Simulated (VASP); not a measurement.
# Ba (Im-3m) in VASP: further runs

Ba is run at these levels: PBE, LDA; tasks: single point.

Program: VASP 6.6.1. These are calculated values, not measurements. Logs are shortened: lines on timing, memory, paths and dates and some standing lists are left out, and cuts for length are marked.

**1. The cell of the first run**

The structure is cubic, space group Im-3m (No. 229). The conventional cell has a = 5.111 Å, b = 5.111 Å, c = 5.111 Å, α = 90.00°, β = 90.00°, γ = 90.00°. Ba (site symmetry m-3m) has 14 Ba at 4.43 to 5.11 Å within 5.8 Å.

**2. Single point, PBE (volume scaled by 1.06)**

INCAR

```
  ALGO = Fast
  EDIFF = 1E-6
  ENCUT = 520
  GGA = PE
  ISIF = 2
  ISMEAR = -5
  LASPH = T
  LCHARG = T
  LELF = T
  LREAL = F
  LVHAR = T
  LWAVE = F
  NBANDS = 11
  NELM = 60
  PREC = Accurate
  SIGMA = 0.05
```

KPOINTS

```
k-points
0
Gamma
  8 8 8
```

POSCAR

```
Ba
1.0
    4.4265321699      0.0000000000      0.0000000000
   -1.4755107230      4.1733745528      0.0000000000
   -1.4755107230     -2.0866872757      3.6142483827
Ba
1
Direct
    0.0000000000      0.0000000000      0.0000000000
```

Potentials or basis: VASP PAW PBE potentials, release 64 (Ba_sv).

The run is started by

```
$ cat potpaw_PBE.64/Ba_sv/POTCAR > POTCAR
$ mpirun -np 1 vasp_std > vasp.out
```

OUTCAR:

```text
EDIFF = 1E-6
   ENCUT = 520
   GGA = PE
   ISIF = 2
   ISMEAR = -5
   LASPH = T
   LREAL = F
   NELM = 60
   PREC = Accurate

 ion  position               nearest neighbor table
   1  0.000  0.000  0.000-

  LATTYP: Found a body centered cubic cell.
 ALAT       =     5.1113190799

  Lattice vectors:

 A1 = (   4.4265321699,   0.0000000000,   0.0000000000)
 A2 = (  -1.4755107230,   4.1733745528,   0.0000000000)
 A3 = (  -1.4755107230,  -2.0866872757,   3.6142483827)

Analysis of symmetry for initial positions (statically):
=====================================================================
 Subroutine PRICEL returns:
 Original cell was already a primitive cell.

 Routine SETGRP: Setting up the symmetry group for a
 body centered cubic supercell.

 Subroutine GETGRP returns: Found 48 space group operations
 (whereof 48 operations were pure point group operations)
 out of a pool of 48 trial point group operations.

The static configuration has the point symmetry O_h .

Analysis of symmetry for dynamics (positions and initial velocities):
=====================================================================
 Subroutine PRICEL returns:
 Original cell was already a primitive cell.

 Routine SETGRP: Setting up the symmetry group for a
 body centered cubic supercell.

 Subroutine GETGRP returns: Found 48 space group operations
 (whereof 48 operations were pure point group operations)
 out of a pool of 48 trial point group operations.

The dynamic configuration has the point symmetry O_h .

 Subroutine INISYM returns: Found 48 space group operations
 (whereof 48 operations are pure point group operations),
 and found     1 'primitive' translations

----------------------------------------------------------------------------------------

                                     Primitive cell

  volume of cell :      66.7681

  direct lattice vectors                    reciprocal lattice vectors
     4.426532170  0.000000000  0.000000000     0.225910478  0.079871416  0.138341350
    -1.475510723  4.173374553  0.000000000     0.000000000  0.239614247  0.138341350
    -1.475510723 -2.086687276  3.614248383     0.000000000  0.000000000  0.276682700

  length of vectors
     4.426532170  4.426532170  4.426532170     0.276682700  0.276682700  0.276682700

  position of ions in fractional coordinates (direct lattice)
     0.000000000  0.000000000  0.000000000

  ion indices of the primitive-cell ions
   primitive index   ion index
                 1           1

----------------------------------------------------------------------------------------

 KPOINTS: k-points

Automatic generation of k-mesh.
 Grid dimensions read from file:
 generate k-points for:    8    8    8

 Generating k-lattice:

  Cartesian coordinates                     Fractional coordinates (reciprocal lattice)
     0.028238810  0.009983927  0.017292669     0.125000000  0.000000000  0.000000000
     0.000000000  0.029951781  0.017292669     0.000000000  0.125000000  0.000000000
     0.000000000  0.000000000  0.034585337     0.000000000  0.000000000  0.125000000

  Length of vectors
     0.034585337  0.034585337  0.034585337

  Shift w.r.t. Gamma in fractional coordinates (k-lattice)
     0.000000000  0.000000000  0.000000000

 TETIRR: Found    513 inequivalent tetrahedra from     3072

 Subroutine IBZKPT returns following result:
 ===========================================

 Found     29 irreducible k-points:

 Following reciprocal coordinates:
            Coordinates               Weight
  0.000000  0.000000  0.000000      1.000000
  0.125000  0.000000 -0.000000     12.000000
  0.250000  0.000000 -0.000000     12.000000
  0.375000  0.000000  0.000000     12.000000
  0.500000  0.000000 -0.000000      6.000000
  0.125000  0.125000 -0.000000     24.000000
[... 16 lines left out ...]
 -0.250000  0.250000  0.250000      6.000000
 -0.375000  0.375000  0.250000     24.000000
 [... further k-points ...]
   k-points           NKPTS =     29   k-points in BZ     NKDIM =     29   number of bands    NBANDS=     11
   number of dos      NEDOS =    301   number of ions     NIONS =      1
   total plane-waves  NPLWV =  46656
   dimension x,y,z NGX =    36 NGY =   36 NGZ =   36
   dimension x,y,z NGXF=    72 NGYF=   72 NGZF=   72
   ions per type =               1
   NGX,Y,Z   is equivalent  to a cutoff of  13.52, 13.52, 13.52 a.u.
   NGXF,Y,Z  is equivalent  to a cutoff of  27.04, 27.04, 27.04 a.u.
 SYSTEM =  unknown system
   PREC   = accura    normal or accurate (medium, high low for compatibility)
   ISTART =      0    job   : 0-new  1-cont  2-samecut
   ICHARG =      2    charge: 1-file 2-atom 10-const
   ISPIN  =      1    spin polarized calculation?
   LNONCOLLINEAR =      F non collinear calculations
   LSORBIT =      F    spin-orbit coupling
   LASPH  =      T    aspherical Exc in radial PAW
   ENCUT  =  520.0 eV  38.22 Ry    6.18 a.u.   8.23  8.23  8.23*2*pi/ulx,y,z
   NELM   =     60;   NELMIN=  2; NELMDL= -5     # of ELM steps
   EDIFF  = 0.1E-05   stopping-criterion for ELM
   LREAL  =      F    real-space projection
   EDIFFG = 0.1E-04   stopping-criterion for IOM
   NSW    =      0    number of steps for IOM
   IBRION =     -1    ionic relax: 0-MD 1-quasi-New 2-CG
   NFREE  =      0    steps in history (QN), initial steepest desc. (CG)
   ISIF   =      2    stress and relaxation
   ISYM   =      2    0-nonsym 1-usesym 2-fastsym
   POTIM  = 0.5000    time-step for ionic-motion
   TEBEG  =    0.0;   TEEND  =   0.0 temperature during run
   PSTRESS=    0.0 pullay stress
   NELECT =      10.0000    total number of electrons
   NUPDOWN=      -1.0000    fix difference up-down
   EMIN   =  10.00;   EMAX   =-10.00  energy-range for DOS
   EFERMI =   0.00;   METHOD = LEGACY
   ISMEAR =    -5;   SIGMA  =   0.05  broadening in eV -4-tet -1-fermi 0-gaus
   EFERMI_NEDOS =   21; number of points for ismear=-14 and -15
   IALGO  =     68    algorithm
   IMIX   =      4    mixing-type and parameters
     AMIX     =   0.40;   BMIX     =  1.00
     AMIX_MAG =   1.60;   BMIX_MAG =  1.00
  volume/ion in A,a.u.               =      66.77       450.57
  Fermi-wavevector in a.u.,A,eV,Ry     =   0.869398  1.642923 10.283996  0.755852
  Thomas-Fermi vector in A             =   1.988214
   LORBIT       =      0    0 simple, 1 ext, 2 COOP (PROOUT), +10 PAW based schemes
   GGA     = PE    functional components
   LHFCALC =     F    Hartree Fock is set to
   AEXX    =    0.0000 exact exchange contribution
   IVDW    =     0    specifies the selected vdW correction
   LEPSILON=     F    determine dielectric tensor
   LRPA    =     F    only Hartree local field effects (RPA)
 non-spin polarized calculation
 RMM-DIIS sequential band-by-band and
 Fermi weights with tetrahedron method with Bloechl corrections
  energy-cutoff  :      520.00
  volume of cell :       66.77
 maximum number of plane-waves:      1865
 NGX is ok and might be reduce to    36
   NGX = 17   NGY = 17   NGZ = 17

 number of electron      10.0000000 magnetization

 number of electron       9.9999999 magnetization

 Free energy of the ion-electron system (eV)
  ---------------------------------------------------
  ext. energy  EPLUGINS =         0.00000000
  ---------------------------------------------------
  free energy    TOTEN  =        -1.90580461 eV

  energy without entropy =       -1.90580461  energy(sigma->0) =       -1.90580461

 E-fermi :   1.4163     XC(G=0):  -7.2274

 val. band max:        1.3545055236   @ k =  -0.3750   0.5000   0.2500
 cond. band min:       1.4185790183   @ k =  -0.3750   0.5000   0.2500
 fundamental gap:      0.0640734947
 Fermi energy:         1.4163022903

 k-point     1 :       0.0000    0.0000    0.0000
  band No.  band energies     occupation
      1     -27.5281      2.00000
      2     -12.5063      2.00000
      3     -12.5063      2.00000
      4     -12.5063      2.00000
      5      -1.2607      2.00000
      6       3.2204      0.00000
      7       3.2204      0.00000
      8       3.2204      0.00000
      9       4.5511      0.00000
     10       4.5511      0.00000
     11       8.2242      0.00000

 k-point     2 :       0.1250    0.0000   -0.0000
  band No.  band energies     occupation
      1     -27.5232      2.00000
      2     -12.5653      2.00000
      3     -12.5248      2.00000
      4     -12.5066      2.00000
      5      -0.9920      2.00000
      6       3.0113      0.00000
      7       3.0771      0.00000
      8       3.4969      0.00000
      9       4.2872      0.00000
     10       4.5419      0.00000
     11       8.5003      0.00000

 k-point     3 :       0.2500    0.0000   -0.0000
  band No.  band energies     occupation
      1     -27.5114      2.00000
      2     -12.7027      2.00000
      3     -12.5689      2.00000
      4     -12.5073      2.00000
      5      -0.3016      2.00000
      6       2.5785      0.00000
      7       2.6008      0.00000
      8       4.2946      0.00000
      9       4.3161      0.00000
     10       4.6096      0.00000
     11       8.4547      0.00000

 k-point     4 :       0.3750    0.0000    0.0000
  band No.  band energies     occupation
      1     -27.4996      2.00000
      2     -12.8338      2.00000
      3     -12.6122      2.00000
      4     -12.5080      2.00000
      5       0.3923      2.00000
      6       2.2720      0.00000
      7       2.3586      0.00000
      8       4.5227      0.00000
      9       4.8474      0.00000
     10       5.4852      0.00000
     11       7.4665      0.00000

 k-point     5 :       0.5000    0.0000   -0.0000
  band No.  band energies     occupation
      1     -27.4947      2.00000
      2     -12.8865      2.00000
      3     -12.6299      2.00000
      4     -12.5083      2.00000
      5       0.6019      2.00000
      6       2.1518      0.00000
      7       2.5422      0.00000
      8       4.4956      0.00000
      9       5.0499      0.00000
     10       6.3795      0.00000
     11       6.9338      0.00000
[... 211 lines left out ...]
 k-point    21 :      -0.3750   -0.3750    0.1250
  band No.  band energies     occupation
      1     -27.4854      2.00000
      2     -12.7819      2.00000
      3     -12.7819      2.00000
      4     -12.5806      2.00000
      5       1.7167      0.33702
      6       1.7167     -0.02370
      7       1.9492      0.00000
      8       4.6332      0.00000
      9       4.6332      0.00000
     10       6.2212      0.00000
     11       7.6074      0.00000

 k-point    22 :       0.2500    0.2500    0.2500
  band No.  band energies     occupation
      1     -27.4926      2.00000
      2     -12.6963      2.00000
      3     -12.6963      2.00000
      4     -12.6963      2.00000
      5       1.9303     -0.27949
      6       1.9303      0.00000
      7       1.9303      0.00000
      8       4.9462      0.00000
      9       5.1402      0.00000
     10       5.1402      0.00000
     11       7.8848      0.00000

 k-point    23 :      -0.2500    0.2500    0.2500
  band No.  band energies     occupation
      1     -27.4968      2.00000
      2     -12.7096      2.00000
      3     -12.6365      2.00000
      4     -12.6365      2.00000
      5       0.5043      2.00000
      6       2.2257     -0.01380
      7       3.2455      0.00000
      8       3.2455      0.00000
      9       4.2718      0.00000
     10       4.8890      0.00000
     11       8.1379      0.00000

 k-point    24 :      -0.3750    0.3750    0.2500
  band No.  band energies     occupation
      1     -27.4865      2.00000
      2     -12.7897      2.00000
      3     -12.6832      2.00000
      4     -12.6475      2.00000
      5       1.0781      2.00541
      6       1.7166     -0.05351
      7       3.2498      0.00000
      8       3.4552      0.00000
      9       4.7919      0.00000
     10       5.2119      0.00000
     11       8.1778      0.00000

 [... further k-points ...]
[... 5 lines left out ...]
  --------------------------------------------------------------------------------------
  -------------------------------------------------------------------------------------
  Total       -0.1390685     -0.1390685     -0.1390685     -0.0000000     -0.0000000     -0.0000000
  in kB       -3.3371089     -3.3371089     -3.3371089     -0.0000000     -0.0000000     -0.0000000
  external PRESSURE =      -3.3371089 kB  Pullay stress =       0.0000000 kB

 VOLUME and BASIS-vectors are now :
 -----------------------------------------------------------------------------
  energy-cutoff  :      520.00
  volume of cell :       66.77
      direct lattice vectors                 reciprocal lattice vectors
     4.426532170  0.000000000  0.000000000     0.225910478  0.079871416  0.138341350
    -1.475510723  4.173374553  0.000000000     0.000000000  0.239614247  0.138341350
    -1.475510723 -2.086687276  3.614248383     0.000000000  0.000000000  0.276682700

 POSITION                                       TOTAL-FORCE (eV/Angst)
 -----------------------------------------------------------------------------------
      0.00000      0.00000      0.00000        -0.000000      0.000000      0.000000
 -----------------------------------------------------------------------------------
    total drift:                                0.000000      0.000000      0.000000

  FREE ENERGIE OF THE ION-ELECTRON SYSTEM (eV)
  ---------------------------------------------------
  free  energy   TOTEN  =        -1.9058046112 eV

  energy  without entropy=       -1.9058046112  energy(sigma->0) =       -1.90580461
```

Wall time 10 s (1 thread of Intel Xeon 6975P-C (Granite Rapids), shared host); peak memory 0.2 GiB.

What came out:

| Item | Value |
| --- | --- |
| Free energy | -1.9058 eV |
| Pressure | -0.3 GPa |
| Band gap on the k mesh | zero (band 5 reaches 1.93 eV, above the bottom of band 6 at 0.99 eV) |

Caveat: spin-orbit coupling is left out, which moves the levels of the heavy elements; tetrahedron occupations give inexact forces and stress in metals.

**3. Single point, LDA (volume scaled by 0.94)**

INCAR

```
SYSTEM = Ba
  PREC = Accurate
  ENCUT = 520
  EDIFF = 1E-6
  ISMEAR = -1
  SIGMA = 0.05
  LREAL = .FALSE.
  LASPH = .TRUE.
  NELM = 100
  ALGO = Fast
  ISIF = 2
  LWAVE = .FALSE.
  LCHARG = .FALSE.
  GGA = CA
  NBANDS = 11
```

KPOINTS

```
Automatic mesh
0
G
  8 8 8
  0 0 0
```

POSCAR

```
Ba
1.0
   -2.4553325815      2.4553325815      2.4553325815
    2.4553325815     -2.4553325815      2.4553325815
    2.4553325815      2.4553325815     -2.4553325815
Ba
1
Direct
    0.0000000000      0.0000000000      0.0000000000
```

Potentials or basis: VASP PAW LDA potentials, release 64 (Ba_sv).

The run is started by

```
$ cat potpaw_LDA.64/Ba_sv/POTCAR > POTCAR
$ mpirun -np 1 vasp_std > vasp.out
```

OUTCAR:

```text
SYSTEM = Ba
   PREC = Accurate
   ENCUT = 520
   EDIFF = 1E-6
   ISMEAR = -1
   LREAL = .FALSE.
   LASPH = .TRUE.
   NELM = 100
   ISIF = 2
   GGA = CA

 ion  position               nearest neighbor table
   1  0.000  0.000  0.000-

  LATTYP: Found a body centered cubic cell.
 ALAT       =     4.9106651630

  Lattice vectors:

 A1 = (  -2.4553325815,   2.4553325815,   2.4553325815)
 A2 = (   2.4553325815,  -2.4553325815,   2.4553325815)
 A3 = (   2.4553325815,   2.4553325815,  -2.4553325815)

Analysis of symmetry for initial positions (statically):
[... 505 lines left out ...]
      4     -12.2166      2.00000
      5       1.3406      1.99044
      6       1.8478      0.01624
      7       3.5590      0.00000
      8       3.8115      0.00000
      9       5.3807      0.00000
     10       5.7591      0.00000
     11       9.2123      0.00000

 [... further k-points ...]
[... 5 lines left out ...]
  --------------------------------------------------------------------------------------
  -------------------------------------------------------------------------------------
  Total       -0.3140904     -0.3140904     -0.3140904     -0.0000000      0.0000000     -0.0000000
  in kB       -8.4991263     -8.4991263     -8.4991263     -0.0000000      0.0000000     -0.0000000
  external PRESSURE =      -8.4991263 kB  Pullay stress =       0.0000000 kB

 VOLUME and BASIS-vectors are now :
 -----------------------------------------------------------------------------
  energy-cutoff  :      520.00
  volume of cell :       59.21
      direct lattice vectors                 reciprocal lattice vectors
    -2.455332581  2.455332581  2.455332581     0.000000000  0.203638401  0.203638401
     2.455332581 -2.455332581  2.455332581     0.203638401  0.000000000  0.203638401
     2.455332581  2.455332581 -2.455332581     0.203638401  0.203638401  0.000000000

 POSITION                                       TOTAL-FORCE (eV/Angst)
 -----------------------------------------------------------------------------------
      0.00000      0.00000      0.00000         0.000000      0.000000     -0.000000
 -----------------------------------------------------------------------------------
    total drift:                               -0.000000      0.000000     -0.000000

  FREE ENERGIE OF THE ION-ELECTRON SYSTEM (eV)
  ---------------------------------------------------
  free  energy   TOTEN  =        -2.2462434246 eV

  energy  without entropy=       -2.2389683422  energy(sigma->0) =       -2.24260588
```

It took 8.1 s on 1 thread of Intel Xeon 6975P-C, shared host; peak memory 0.16 GiB.

What came out:

- Free energy: -2.2462 eV
- Pressure: -0.8 GPa
- Band gap on the k mesh: zero (band 5 reaches 2.22 eV, above the bottom of band 6 at 1.01 eV)

Levels at points of the mesh, in eV from the Fermi level:
```csv
k point,band 1,band 2,band 3,band 4,band 5,band 6,band 7,band 8,band 9,band 10
"(0.00, 0.00, 0.00)",-28.69,-13.61,-13.61,-13.61,-2.75,1.85,1.85,1.85,3.39,3.39
"(0.50, 0.00, 0.00)",-28.63,-14.18,-13.80,-13.62,-0.92,0.65,1.55,3.35,3.98,5.55
"(0.50, 0.50, 0.50)",-28.59,-14.01,-14.01,-14.01,-0.59,-0.59,4.70,4.70,4.70,5.00
```

Caveat: spin-orbit coupling is left out, which moves the levels of the heavy elements.

(Part 1 of 2 ends here.)
